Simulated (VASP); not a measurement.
Runs of VASP 6.6.1 on Fe. The structure is that of space group Fm-3m (No. 225), or close to it. The cells are those of the table. 

```tsv
cell	gap on the mesh (eV)	pressure (GPa)	moment (μB)
a = 2.435 Å, angles 118.4, 118.4, 92.7°, 1 atom	none	(d)	1.05
a = 2.465 Å, angles 120.9, 120.9, 88.4°, 1 atom	none	2.8	(b)
a = 2.504 Å, angles 118.4, 118.4, 92.7°, 1 atom	none	5.6	2.30
a = 2.600 Å, angles 120.9, 120.9, 88.4°, 1 atom	none	-3.2	2.60
a = 2.548 Å, angles 118.4, 118.4, 92.7°, 1 atom	none	-0.6	2.52
a = 2.526 Å, angles 118.4, 118.4, 92.7°, 1 atom	none	2.8	(c)
a = 2.489 Å, angles 120.9, 120.9, 88.4°, 1 atom	none	-1.7	1.23
a = 2.579 Å, angles 120.9, 120.9, 88.4°, 1 atom	none	-0.1	2.53
a = 2.526 Å, angles 123.4, 123.4, 84.2°, 1 atom	none	(a)	2.14
a = 2.512 Å, angles 120.9, 120.9, 88.4°, 1 atom	none	-6.8	1.35
a = 2.534 Å, angles 120.9, 120.9, 88.4°, 1 atom	none	-9.4	1.55
a = 2.482 Å, angles 118.4, 118.4, 92.7°, 1 atom	none	-5.7	1.41
```

Alike in all rows: task single point; level PBE; potentials or basis VASP PAW PBE potentials, release 64 (Fe); spin collinear, ferromagnetic start; k mesh 12 × 12 × 12; cutoff (eV) 520; smearing gaussian 0.15 eV.

Estimate the missing entries.

(a) 16.1; (b) 1.03; (c) 2.44; (d) 3.2.

A gap of «none» marks levels without a gap at the run's occupations.
